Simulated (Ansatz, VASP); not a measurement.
One calculation of Au, two programs

```xyz
1
Lattice="0.0000 2.0749 2.0749 2.0749 0.0000 2.0749 2.0749 2.0749 0.0000" Properties=species:S:1:pos:R:3 pbc="T T T"
Au    0.0000    0.0000    0.0000
```

Alike in both runs: task single point; functional revPBE; dispersion D3(BJ); k mesh 11 × 11 × 11; occupations fermi-dirac, width 0.05 eV; no spin polarisation.

|  | VASP | Ansatz |
| --- | --- | --- |
| version | VASP 6.6.1 | Ansatz 0.2.0 |
| potentials or method | VASP PAW PBE potentials, release 64 (Au) | Ansatz PAW |
| plane-wave cutoff (eV) | 520 | 420 |
| valence electrons in the cell | 11 | 19 |

VASP gave:

* gap on the k mesh at the Fermi level (eV): none
* pressure (GPa): -7.9

Task: What did Ansatz give for the same quantities?

Result: gap on the k mesh at the Fermi level (eV): none; pressure (GPa): -7.7.

VASP's potentials were made for PBE, not for revPBE. A gap of «none» marks a metal or a gap that the smearing closes. VASP's potentials hold 11 valence electrons a cell and Ansatz's 19, so a difference there can come from the potentials and not from the codes.

Neither program's run includes spin-orbit coupling.
